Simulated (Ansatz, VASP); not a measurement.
Two plane-wave programs on HfN

```
Hf N
1.0
     0.00000   -2.23398   -2.23398
     0.00000    2.23398   -2.23398
     4.46795    0.00000    0.00000
Hf N
2 2
Cartesian
  2.2340 -0.0229 -2.2340
  0.0000 0.0229 0.0000
  0.0000 -0.0317 -2.2340
  2.2340 0.0317 0.0000
```

Change from the starting cell: mode 4 frozen in at -0.021 Å and mode 11 at -0.043 Å (largest displacements).

Alike in both runs: task single point; functional LDA; k mesh 14 × 14 × 10; occupations gaussian, width 0.15 eV; no spin polarisation.

|  | VASP | Ansatz |
| --- | --- | --- |
| version | VASP 6.6.1 | Ansatz 0.2.0 |
| potentials or method | VASP PAW LDA potentials, release 64 (Hf_pv, N), cutoff 520 eV | scalar-relativistic, plane waves, PAW |
| valence electrons in the cell | 30 | 62 |

|  | VASP | Ansatz | Ansatz less VASP |
| --- | --- | --- | --- |
| gap on the k mesh at the Fermi level (eV) | none | none | - |
| pressure (GPa) | -0.7 | 0.5 | +1.19 |
| traceless stress, the component that is largest in VASP (GPa) | 1.10 | 1.10 | +0.002 |
| rms of the force components (eV/Å) | 0.360 | 0.360 | +0.0004 |

Ansatz warns that its potentials were made for another functional, while VASP's fit it. LDA's correlation is that of Perdew and Zunger in VASP and of Perdew and Wang (1992) in Ansatz. Atom by atom the forces differ by 0.000 eV/Å (rms over components). A gap of «none» marks a metal or a gap that the smearing closes. VASP's potentials hold 30 valence electrons a cell and Ansatz's 62, so a difference there can come from the potentials and not from the codes.

Spin-orbit coupling is off throughout.
